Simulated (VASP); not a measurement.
# Al2Ru (Fddd) in VASP: further runs, part 2 of 2

VASP 6.6.1.

## (3) Single point, LDA (14.46 Å³/atom)

File INCAR:

```
SYSTEM = Al2Ru
PREC = Accurate ; ENCUT = 520
EDIFF = 1E-7 ; ISMEAR = 0
SIGMA = 0.03 ; LREAL = .False.
LASPH = .True. ; NELM = 60
ALGO = Normal ; ISIF = 2
LWAVE = .False. ; LCHARG = .False.
GGA = CA ; NBANDS = 29
```

File KPOINTS:

```
Automatic mesh
0
Gamma
  10 10 10
  0 0 0
```

File POSCAR:

```
Al2Ru
1.0
    0.0000000000      3.9401297448      4.3316818152
    2.5413378469      0.0000000000      4.3316818152
    2.5413378469      3.9401297448      0.0000000000
Al Ru
4 2
Direct
    0.0788992938      0.4211007062      0.0788992938
    0.4211007062      0.0788992938      0.4211007062
    0.1711007062      0.8288992938      0.1711007062
    0.8288992938      0.1711007062      0.8288992938
    0.7500000000      0.7500000000      0.7500000000
    0.5000000000      0.5000000000      0.5000000000
```

Potentials or basis: VASP PAW LDA potentials, release 64 (Al, Ru_pv).

Run with:

```console
$ cat potpaw_LDA.64/Al/POTCAR potpaw_LDA.64/Ru_pv/POTCAR > POTCAR
$ mpirun -np 1 vasp_std > vasp.out
```

OUTCAR:

```text
SYSTEM = Al2Ru
   PREC = Accurate
   ENCUT = 520
   EDIFF = 1E-7
   ISMEAR = 0
   LREAL = .False.
   LASPH = .True.
   NELM = 60
   ISIF = 2
   GGA = CA

 ion  position               nearest neighbor table
   1  0.079  0.421  0.079-   6 2.59   6 2.59   5 2.59   3 2.61   3 2.61   2 2.70   2 2.83   2 2.83
                             5 2.88   5 2.88   4 3.19   4 3.19   4 3.19   4 3.19
   2  0.421  0.079  0.421-   6 2.59   6 2.59   5 2.59   4 2.61   4 2.61   1 2.70   1 2.83   1 2.83
                             5 2.88   5 2.88   3 3.19   3 3.19   3 3.19   3 3.19
   3  0.171  0.829  0.171-   5 2.59   5 2.59   6 2.59   1 2.61   1 2.61   4 2.70   4 2.83   4 2.83
                             6 2.88   6 2.88   2 3.19   2 3.19   2 3.19   2 3.19
   4  0.829  0.171  0.829-   5 2.59   5 2.59   6 2.59   2 2.61   2 2.61   3 2.70   3 2.83   3 2.83
                             6 2.88   6 2.88   1 3.19   1 3.19   1 3.19   1 3.19
   5  0.750  0.750  0.750-   3 2.59   3 2.59   4 2.59   4 2.59   1 2.59   2 2.59   2 2.88   2 2.88
                             1 2.88   1 2.88   6 3.19   6 3.19   6 3.19   6 3.19
   6  0.500  0.500  0.500-   1 2.59   1 2.59   2 2.59   2 2.59   3 2.59   4 2.59   3 2.88   3 2.88
                             4 2.88   4 2.88   5 3.19   5 3.19   5 3.19   5 3.19

  LATTYP: Found a face centered orthorhombic cell.
 ALAT       =     5.0826756938
 B/A-ratio  =     1.5504155615
 C/A-ratio  =     1.7044887678

  Lattice vectors:

 A1 = (   0.0000000000,   3.9401297448,   4.3316818152)
 A2 = (   2.5413378469,   0.0000000000,   4.3316818152)
 A3 = (   2.5413378469,   3.9401297448,   0.0000000000)

Analysis of symmetry for initial positions (statically):
=====================================================================
 Subroutine PRICEL returns:
 Original cell was already a primitive cell.

 Routine SETGRP: Setting up the symmetry group for a
 face centered orthorhombic supercell.

 Subroutine GETGRP returns: Found  8 space group operations
 (whereof  4 operations were pure point group operations)
 out of a pool of  8 trial point group operations.

The static configuration has the point symmetry D_2 .
 The point group associated with its full space group is D_2h.

Analysis of symmetry for dynamics (positions and initial velocities):
[... 146 lines left out ...]
   LHFCALC =     F    Hartree Fock is set to
   AEXX    =    0.0000 exact exchange contribution
   IVDW    =     0    specifies the selected vdW correction
   LEPSILON=     F    determine dielectric tensor
   LRPA    =     F    only Hartree local field effects (RPA)
 non-spin polarized calculation
 Gauss-broadening in eV      SIGMA  =   0.03
  energy-cutoff  :      520.00
  volume of cell :       86.75
 maximum number of plane-waves:      2365
 NGX is ok and might be reduce to    48
   NGX = 21   NGY = 19   NGZ = 17

 number of electron      39.9999996 magnetization

 Free energy of the ion-electron system (eV)
  ---------------------------------------------------
  ext. energy  EPLUGINS =         0.00000000
  ---------------------------------------------------
  free energy    TOTEN  =       -41.80411756 eV

  energy without entropy =      -41.80411756  energy(sigma->0) =      -41.80411756

 E-fermi :   9.6538     XC(G=0): -11.8697

 val. band max:        9.5132924676   @ k =   0.0000   0.0000   0.0000
 cond. band min:       9.8790965332   @ k =   0.0000   0.4000   0.4000
 fundamental gap:      0.3658040657
 Fermi energy:         9.6538123512

 k-point     1 :       0.0000    0.0000    0.0000
  band No.  band energies     occupation
      1     -32.5842      2.00000
      2     -32.5124      2.00000
      3     -32.5015      2.00000
      4     -32.4934      2.00000
      5     -32.4775      2.00000
      6     -32.4477      2.00000
[... 757 lines left out ...]
     28      14.6378      0.00000
     29      15.4446      0.00000

 [... further k-points ...]

------------------------ aborting loop because EDIFF is reached ----------------------------------------

  FORCE on cell =-STRESS in cart. coord.  units (eV):
  Direction    XX          YY          ZZ          XY          YZ          ZX
  --------------------------------------------------------------------------------------
  -------------------------------------------------------------------------------------
  Total      -13.4476365     -1.4622366     -3.2238755      0.0000000      0.0000000      0.0000000
  in kB     -248.3688194    -27.0065284    -59.5428168      0.0000000      0.0000000      0.0000000
  external PRESSURE =    -111.6393882 kB  Pullay stress =       0.0000000 kB

 VOLUME and BASIS-vectors are now :
 -----------------------------------------------------------------------------
  energy-cutoff  :      520.00
  volume of cell :       86.75
      direct lattice vectors                 reciprocal lattice vectors
     0.000000000  3.940129745  4.331681815    -0.196746765  0.126899374  0.115428607
     2.541337847  0.000000000  4.331681815     0.196746765 -0.126899374  0.115428607
     2.541337847  3.940129745  0.000000000     0.196746765  0.126899374 -0.115428607

 POSITION                                       TOTAL-FORCE (eV/Angst)
 -----------------------------------------------------------------------------------
      1.27067      0.62175      2.16584         0.000000     -0.491210      0.000000
      1.27067      3.31838      2.16584         0.000000      0.491210      0.000000
      2.54134      1.34832      4.33168         0.000000      0.491210     -0.000000
      2.54134      6.53194      4.33168         0.000000     -0.491210     -0.000000
      3.81201      5.91019      6.49752         0.000000      0.000000     -0.000000
      2.54134      3.94013      4.33168         0.000000      0.000000      0.000000
 -----------------------------------------------------------------------------------
    total drift:                               -0.000000     -0.000000     -0.000000

  FREE ENERGIE OF THE ION-ELECTRON SYSTEM (eV)
  ---------------------------------------------------
  free  energy   TOTEN  =       -41.8041175624 eV

  energy  without entropy=      -41.8041175624  energy(sigma->0) =      -41.80411756
```

It took 12 min on 1 thread of Intel Xeon 8259CL, shared host; peak memory 0.46 GiB.

Results:

| Property | Result |
| --- | --- |
| Free energy | -41.8041 eV |
| Pressure | -11.2 GPa |
| Largest force | 0.491 eV/Å |
| Band gap on the k mesh | 0.37 eV (least direct gap 1.06 eV) |

Forces in eV/Å, atoms in the order of the input:
```
Al   0.000 -0.491  0.000
Al   0.000  0.491  0.000
Al   0.000  0.491  0.000
Al   0.000 -0.491  0.000
Ru   0.000  0.000  0.000
Ru   0.000  0.000  0.000
```

Caveat: the cell stands under tension. A k mesh can miss the band edges.

## (4) Single point, LDA (12.32 Å³/atom)

This run uses another cell than the first one, of 12.32 Å³/atom.

File INCAR:

```
SYSTEM = Al2Ru
  ALGO = Normal
  EDIFF = 1E-6
  ENCUT = 520
  GGA = CA
  ISIF = 2
  ISMEAR = 0
  LASPH = .True.
  LCHARG = .False.
  LREAL = .False.
  LWAVE = .False.
  NBANDS = 29
  NELM = 60
  PREC = Accurate
  SIGMA = 0.03
```

File KPOINTS:

```
k-points
0
Gamma
  10 10 10
  0 0 0
```

Changes to POSCAR since step 3:

```diff
@@ -2,5 +2,5 @@
 1.0
-    0.0000000000      3.9401297448      4.3316818152
-    2.5413378469      0.0000000000      4.3316818152
-    2.5413378469      3.9401297448      0.0000000000
+    0.0000000000      3.7350608044      4.1062340616
+    2.4090707660      0.0000000000      4.1062340616
+    2.4090707660      3.7350608044      0.0000000000
 Al Ru
```

Run with:

```console
$ cat potpaw_LDA.64/Al/POTCAR potpaw_LDA.64/Ru_pv/POTCAR > POTCAR
$ mpirun -np 1 vasp_std > vasp.out
```

Wall time 3 min (1 thread of Intel Xeon 6975P-C (Granite Rapids), shared host); peak memory 0.4 GiB.

Results (log left out):

```yaml
Free_energy: -41.5970 eV
Pressure: 20.7 GPa
Largest_force: 0.183 eV/Å
Band_gap_on_the_k_mesh: 0.48 eV (least direct gap 1.29 eV)
```

Forces on the atoms (eV/Å):
```
Al   0.000 -0.183  0.000
Al   0.000  0.183  0.000
Al   0.000  0.183  0.000
Al   0.000 -0.183  0.000
Ru   0.000  0.000  0.000
Ru   0.000  0.000  0.000
```

Stress tensor (GPa, compression positive):
```
 0.31  0.00  0.00
 0.00 30.22  0.00
 0.00  0.00 31.52
```

Levels at points of the mesh, in eV from the valence-band top:
```csv
k point,band 17,band 18,band 19,band 20,band 21,band 22,band 23,band 24
"(0.00, 0.00, 0.00)",-2.34,-1.01,-0.36,0.00,1.74,2.76,2.93,3.17
"(0.50, 0.00, 0.00)",-2.20,-1.82,-0.92,-0.53,0.76,1.28,2.48,3.80
"(0.50, 0.50, 0.00)",-1.56,-1.56,-1.17,-1.17,2.35,2.35,3.57,3.57
"(0.50, 0.00, 0.50)",-2.11,-2.11,-1.22,-1.22,2.69,2.69,3.02,3.02
"(0.00, 0.50, 0.50)",-2.40,-2.40,-1.00,-1.00,0.60,0.60,5.16,5.16
```

Caveat: the cell stands under pressure. A k mesh can miss the band edges.

## (5) The runs side by side

| cell | gap on the mesh (eV) | pressure (GPa) | largest force (eV/Å) |
| --- | --- | --- | --- |
| a = 5.915, b = 5.035, c = 4.695 Å, angles 74.8, 55.2, 50.0°, 6 atoms | - | -11.7 | 0.36 |
| a = 5.856, b = 5.022, c = 4.689 Å, angles 74.1, 55.6, 50.4°, 6 atoms | 0.37 | -11.2 | 0.49 |
| a = 5.551, b = 4.761, c = 4.445 Å, angles 74.1, 55.6, 50.4°, 6 atoms | 0.48 | 20.7 | 0.18 |

Alike in all rows: task single point; level LDA; potentials or basis VASP PAW LDA potentials, release 64 (Al, Ru_pv); no spin polarisation; k mesh 10 × 10 × 10; cutoff (eV) 520; smearing gaussian 0.03 eV.

Caveats: the cell stands under tension (at least some runs); the cell stands under pressure (at least some runs).

Absolute energies hang on the potentials; compare differences alone.
